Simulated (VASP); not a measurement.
Crystal: HfO2.

```
Hf O
1.0
     5.11291    0.00000    0.00000
     0.00000    4.90260    0.00000
     0.00000    0.00000    4.92995
Hf O
4 8
Direct
  0.96699 0.73252 0.74144
  0.53301 0.73252 0.24144
  0.46699 0.26748 0.74144
  0.03301 0.26748 0.24144
  0.63213 0.92865 0.87927
  0.86787 0.92865 0.37927
  0.23395 0.53988 0.49229
  0.26605 0.53988 0.99229
  0.76605 0.46012 0.99229
  0.73395 0.46012 0.49229
  0.13213 0.07135 0.87927
  0.36787 0.07135 0.37927
```

Base run:

| Property | Result |
| --- | --- |
| Program | VASP 6.6.1 |
| Functional | SVWN5 |
| Potentials or basis | VASP PAW PBE potentials, release 64 (Hf_pv, O) |
| Cutoff | 520 eV |
| k mesh | 5 × 6 × 5 |
| Occupations | fermi-dirac, width 0.05 eV |
| Spin | no spin polarisation |

Its results: band gap on the k mesh 4.46 eV, indirect (least direct gap 4.68 eV); pressure 9.7 GPa; largest force 0.295 eV/Å.

Q: After a change of settings the same cell gave: band gap on the k mesh 4.73 eV, indirect (least direct gap 4.92 eV); pressure 31.1 GPa; largest force 0.350 eV/Å. Which change was it?
A. functional from SVWN5 to BLYP; dispersion from none to D3(BJ)
B. functional from SVWN5 to LDA; potentials or basis from VASP PAW PBE potentials, release 64 (Hf_pv, O) to VASP PAW LDA potentials, release 64 (Hf_pv, O)
C. functional from SVWN5 to RPBE; further incar settings from ALGO = Normal; EDIFF = 1e-06; NBANDS = 56 to ALGO = Normal; EDIFF = 1e-07; NBANDS = 56

A: C.

Caveats: the PAW data sets were made with another functional, which shifts forces and pressure a little; spin-orbit coupling is left out, which moves the levels of the heavy elements.
